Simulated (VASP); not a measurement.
# Sb in VASP: single point with PBE+D3(BJ)

Aim: the single point of Sb with PBE+D3(BJ).

All numbers are computed with VASP 6.6.1; they aren't measurements. Logs are shortened: lines on timing, memory, paths and dates and some standing lists are left out, and cuts for length are marked.

### Step 1. The cell of the first run

The cell holds a slab with vacuum, 4 atoms: a = 4.069 Å, b = 4.069 Å, c = 20.800 Å, α = 90.00°, β = 90.00°, γ = 120.00°.

### Step 2. Single point, PBE+D3(BJ) (layers slid over each other, then relaxed in part)

The input, INCAR:

```
SYSTEM = Sb
PREC = Accurate
ENCUT = 400
EDIFF = 1E-6
ISMEAR = 0
SIGMA = 0.05
LREAL = .FALSE.
LASPH = .TRUE.
NELM = 120
ALGO = Normal
ISIF = 2
LWAVE = .FALSE.
LCHARG = .FALSE.
LDIPOL = .TRUE.
IDIPOL = 3
DIPOL = 0.5 0.5 0.362
GGA = PE
IVDW = 12
NBANDS = 38
GGA_COMPAT = .FALSE.
NELMDL = -8
```

The input, KPOINTS:

```
regular mesh
0
G
  9 9 1
  0 0 0
```

The input, POSCAR:

```
Sb
1.0
    4.0686848921      0.0000000000      0.0000000000
   -2.0343424461      3.5235844766      0.0000000000
    0.0000000000      0.0000000000     20.8000277116
Sb
4
Direct
    0.3333333333      0.6666666667      0.2960965464
    0.6666666667      0.3333333333      0.2163458656
    1.0000000000      1.0000000000      0.5065209959
    0.6666666667      1.3333333333      0.4273220031
```

Potentials or basis: VASP PAW PBE potentials, release 64 (Sb_d_GW).

Command:

```bash
> cat potpaw_PBE.64/Sb_d_GW/POTCAR > POTCAR
> mpirun -np 1 vasp_std > vasp.out
```

OUTCAR:

```text
SYSTEM = Sb
   PREC = Accurate
   ENCUT = 400
   EDIFF = 1E-6
   ISMEAR = 0
   LREAL = .FALSE.
   LASPH = .TRUE.
   NELM = 120
   ISIF = 2
   GGA = PE
   IVDW = 12
   NELMDL = -8
 IVDW          = 12

 ion  position               nearest neighbor table
   1  0.333  0.667  0.296-   2 2.88   2 2.88   2 2.88
   2  0.667  0.333  0.216-   1 2.88   1 2.88   1 2.88
   3  0.000  0.000  0.507-   4 2.87   4 2.87   4 2.87
   4  0.667  0.333  0.427-   3 2.87   3 2.87   3 2.87

  LATTYP: Found a hexagonal cell.
 ALAT       =     4.0686848921
 C/A-ratio  =     5.1122237930

  Lattice vectors:

 A1 = (   4.0686848921,   0.0000000000,   0.0000000000)
 A2 = (  -2.0343424461,   3.5235844766,   0.0000000000)
 A3 = (   0.0000000000,   0.0000000000,  20.8000277116)

Analysis of symmetry for initial positions (statically):
=====================================================================
 Subroutine PRICEL returns:
 Original cell was already a primitive cell.

 Routine SETGRP: Setting up the symmetry group for a
 hexagonal supercell.

 Subroutine GETGRP returns: Found  6 space group operations
 (whereof  6 operations were pure point group operations)
 out of a pool of 24 trial point group operations.

The static configuration has the point symmetry C_3v.

Analysis of symmetry for dynamics (positions and initial velocities):
=====================================================================
 Subroutine PRICEL returns:
 Original cell was already a primitive cell.

 Routine SETGRP: Setting up the symmetry group for a
 hexagonal supercell.

 Subroutine GETGRP returns: Found  6 space group operations
 (whereof  6 operations were pure point group operations)
 out of a pool of 24 trial point group operations.

The dynamic configuration has the point symmetry C_3v.

 Subroutine INISYM returns: Found  6 space group operations
 (whereof  6 operations are pure point group operations),
 and found     1 'primitive' translations

----------------------------------------------------------------------------------------

                                     Primitive cell

  volume of cell :     298.1966

  direct lattice vectors                    reciprocal lattice vectors
     4.068684892  0.000000000  0.000000000     0.245779663  0.141900954  0.000000000
    -2.034342446  3.523584477  0.000000000     0.000000000  0.283801909  0.000000000
     0.000000000  0.000000000 20.800027712     0.000000000  0.000000000  0.048076859

  length of vectors
     4.068684892  4.068684892 20.800027712     0.283801909  0.283801909  0.048076859

  position of ions in fractional coordinates (direct lattice)
     0.333333333  0.666666667  0.296096546
     0.666666667  0.333333333  0.216345866
     0.000000000  0.000000000  0.506520996
     0.666666667  0.333333333  0.427322003

  ion indices of the primitive-cell ions
   primitive index   ion index
                 1           1
                 2           2
                 3           3
                 4           4

----------------------------------------------------------------------------------------

 KPOINTS: regular mesh

Automatic generation of k-mesh.
 Grid dimensions read from file:
 generate k-points for:    9    9    1

 Generating k-lattice:

  Cartesian coordinates                     Fractional coordinates (reciprocal lattice)
     0.027308851  0.015766773  0.000000000     0.111111111 -0.000000000  0.000000000
     0.000000000  0.031533545  0.000000000     0.000000000  0.111111111  0.000000000
     0.000000000  0.000000000  0.048076859     0.000000000  0.000000000  1.000000000

  Length of vectors
     0.031533545  0.031533545  0.048076859

  Shift w.r.t. Gamma in fractional coordinates (k-lattice)
     0.000000000  0.000000000  0.000000000

 Subroutine IBZKPT returns following result:
 ===========================================

 Found     12 irreducible k-points:

 Following reciprocal coordinates:
            Coordinates               Weight
  0.000000  0.000000  0.000000      1.000000
  0.111111 -0.000000  0.000000      6.000000
  0.222222 -0.000000  0.000000      6.000000
  0.333333 -0.000000  0.000000      6.000000
  0.444444 -0.000000  0.000000      6.000000
  0.111111  0.111111  0.000000      6.000000
  0.222222  0.111111  0.000000     12.000000
  0.333333  0.111111  0.000000     12.000000
  0.444444  0.111111  0.000000      6.000000
  0.222222  0.222222  0.000000      6.000000
  0.333333  0.222222  0.000000     12.000000
  0.333333  0.333333  0.000000      2.000000
   k-points           NKPTS =     12   k-points in BZ     NKDIM =     12   number of bands    NBANDS=     38
   number of dos      NEDOS =    301   number of ions     NIONS =      4
   total plane-waves  NPLWV = 109760
   dimension x,y,z NGX =    28 NGY =   28 NGZ =  140
   dimension x,y,z NGXF=    56 NGYF=   56 NGZF=  280
   ions per type =               4
   NGX,Y,Z   is equivalent  to a cutoff of  11.44, 11.44, 11.19 a.u.
   NGXF,Y,Z  is equivalent  to a cutoff of  22.88, 22.88, 22.38 a.u.
 SYSTEM =  Sb
   PREC   = accura    normal or accurate (medium, high low for compatibility)
   ISTART =      0    job   : 0-new  1-cont  2-samecut
   ICHARG =      2    charge: 1-file 2-atom 10-const
   ISPIN  =      1    spin polarized calculation?
   LNONCOLLINEAR =      F non collinear calculations
   LSORBIT =      F    spin-orbit coupling
   LASPH  =      T    aspherical Exc in radial PAW
   ENCUT  =  400.0 eV  29.40 Ry    5.42 a.u.   6.63  6.63 33.92*2*pi/ulx,y,z
   NELM   =    120;   NELMIN=  2; NELMDL= -8     # of ELM steps
   EDIFF  = 0.1E-05   stopping-criterion for ELM
   LREAL  =      F    real-space projection
   EDIFFG = 0.1E-04   stopping-criterion for IOM
   NSW    =      0    number of steps for IOM
   IBRION =     -1    ionic relax: 0-MD 1-quasi-New 2-CG
   NFREE  =      0    steps in history (QN), initial steepest desc. (CG)
   ISIF   =      2    stress and relaxation
   ISYM   =      2    0-nonsym 1-usesym 2-fastsym
   POTIM  = 0.5000    time-step for ionic-motion
   TEBEG  =    0.0;   TEEND  =   0.0 temperature during run
   PSTRESS=    0.0 pullay stress
   NELECT =      60.0000    total number of electrons
   NUPDOWN=      -1.0000    fix difference up-down
   EMIN   =  10.00;   EMAX   =-10.00  energy-range for DOS
   EFERMI =   0.00;   METHOD = LEGACY
   ISMEAR =     0;   SIGMA  =   0.05  broadening in eV -4-tet -1-fermi 0-gaus
   EFERMI_NEDOS =   21; number of points for ismear=-14 and -15
   IALGO  =     38    algorithm
   IMIX   =      4    mixing-type and parameters
     AMIX     =   0.40;   BMIX     =  1.00
     AMIX_MAG =   1.60;   BMIX_MAG =  1.00
  volume/ion in A,a.u.               =      74.55       503.08
  Fermi-wavevector in a.u.,A,eV,Ry     =   0.959307  1.812828 12.521037  0.920270
  Thomas-Fermi vector in A             =   2.088492
   LORBIT       =      0    0 simple, 1 ext, 2 COOP (PROOUT), +10 PAW based schemes
   GGA     = PE    functional components
   LHFCALC =     F    Hartree Fock is set to
   AEXX    =    0.0000 exact exchange contribution
   IVDW    =    12    specifies the selected vdW correction
   LEPSILON=     F    determine dielectric tensor
   LRPA    =     F    only Hartree local field effects (RPA)
 non-spin polarized calculation
 Gauss-broadening in eV      SIGMA  =   0.05
  energy-cutoff  :      400.00
  volume of cell :      298.20
 maximum number of plane-waves:      5503
 NGX is ok and might be reduce to    28
   NGX = 13   NGY = 13   NGZ = 67

 dipolmoment           0.000000      0.000000     -0.007957 electrons x Angstroem

 number of electron      60.0000001 magnetization

 dipolmoment           0.000000      0.000000      0.010542 electrons x Angstroem

 Free energy of the ion-electron system (eV)
  ---------------------------------------------------
  ext. energy  EPLUGINS =         0.00000000
  ---------------------------------------------------
  free energy    TOTEN  =       -16.28857561 eV

  energy without entropy =      -16.28857133  energy(sigma->0) =      -16.28857347

 E-fermi :  -0.1832     XC(G=0):  -4.7271

 val. band max:       -0.3144115408   @ k =   0.1111  -0.0000   0.0000
 cond. band min:      -0.0520268468   @ k =   0.3333  -0.0000   0.0000
 fundamental gap:      0.2623846939
 Fermi energy:        -0.1832192205

 k-point     1 :       0.0000    0.0000    0.0000
  band No.  band energies     occupation
      1     -29.6411      2.00000
      2     -29.6411      2.00000
      3     -29.5673      2.00000
      4     -29.5673      2.00000
      5     -29.5421      2.00000
      6     -29.5116      2.00000
[... 30 lines left out ...]
     37       3.3118      0.00000
     38       3.5136      0.00000

 k-point     2 :       0.1111   -0.0000    0.0000
  band No.  band energies     occupation
      1     -29.6402      2.00000
      2     -29.6348      2.00000
      3     -29.5667      2.00000
      4     -29.5640      2.00000
      5     -29.5403      2.00000
      6     -29.5106      2.00000
[... 30 lines left out ...]
     37       3.4826      0.00000
     38       3.7062      0.00000

 k-point     3 :       0.2222   -0.0000    0.0000
  band No.  band energies     occupation
      1     -29.6377      2.00000
      2     -29.6173      2.00000
      3     -29.5658      2.00000
      4     -29.5551      2.00000
      5     -29.5342      2.00000
      6     -29.5079      2.00000
[... 30 lines left out ...]
     37       3.8553      0.00000
[... 289 lines left out ...]
 k-point    11 :       0.3333    0.2222    0.0000
  band No.  band energies     occupation
      1     -29.6326      2.00000
      2     -29.5644      2.00000
      3     -29.5484      2.00000
      4     -29.5379      2.00000
      5     -29.5232      2.00000
      6     -29.5021      2.00000
[... 30 lines left out ...]
     37       4.9998      0.00000
     38       5.3912      0.00000

 k-point    12 :       0.3333    0.3333    0.0000
  band No.  band energies     occupation
      1     -29.6322      2.00000
      2     -29.5551      2.00000
      3     -29.5466      2.00000
      4     -29.5334      2.00000
      5     -29.5275      2.00000
      6     -29.5022      2.00000
[... 30 lines left out ...]
     37       5.9750      0.00000
     38       6.4464      0.00000

------------------------ aborting loop because EDIFF is reached ----------------------------------------

 vacuum level on the upper side and lower side of the slab       (xc-potential included)        -0.081        -0.214

 Edisp (eV)   -1.34303

 E8    (eV) :    -0.6483

  FORCE on cell =-STRESS in cart. coord.  units (eV):
  Direction    XX          YY          ZZ          XY          YZ          ZX
  --------------------------------------------------------------------------------------
  -------------------------------------------------------------------------------------
  Total       0.52312     0.52312    -0.26623    -0.00000     0.00000     0.00000
  in kB       2.81066     2.81066    -1.43043    -0.00000     0.00000     0.00000
  external pressure =        1.40 kB  Pullay stress =        0.00 kB

 VOLUME and BASIS-vectors are now :
 -----------------------------------------------------------------------------
  energy-cutoff  :      400.00
  volume of cell :      298.20
      direct lattice vectors                 reciprocal lattice vectors
     4.068684892  0.000000000  0.000000000     0.245779663  0.141900954  0.000000000
    -2.034342446  3.523584477  0.000000000     0.000000000  0.283801909  0.000000000
     0.000000000  0.000000000 20.800027712     0.000000000  0.000000000  0.048076859

 POSITION                                       TOTAL-FORCE (eV/Angst)
 -----------------------------------------------------------------------------------
     -0.00000      2.34906      6.15882        -0.000000     -0.000000      0.000118
      2.03434      1.17453      4.50000         0.000000     -0.000000      0.000408
      0.00000      0.00000     10.53565        -0.000000      0.000000      0.000426
      2.03434      1.17453      8.88831        -0.000000      0.000000     -0.000952
 -----------------------------------------------------------------------------------
    total drift:                                0.000000     -0.000001     -0.009812

  FREE ENERGIE OF THE ION-ELECTRON SYSTEM (eV)
  ---------------------------------------------------
  free  energy   TOTEN  =       -17.6316057009 eV

  energy  without entropy=      -17.6316014237  energy(sigma->0) =      -17.63160356

 vacuum level on the upper side and lower side of the slab         3.759         3.623
```

Run time: 3.6 min. Hardware: 1 thread of Intel Xeon Platinum 8259CL at 2.50GHz (Skylake/Cascade Lake), shared host; peak memory 0.36 GiB.

Results:

```
Free energy                : -17.6316 eV
Dispersion energy per atom : -0.336 eV
```

Caveat: the cell differs from its parent crystal (layers slid over each other, then relaxed in part); spin-orbit coupling is left out, which moves the levels of the heavy elements.
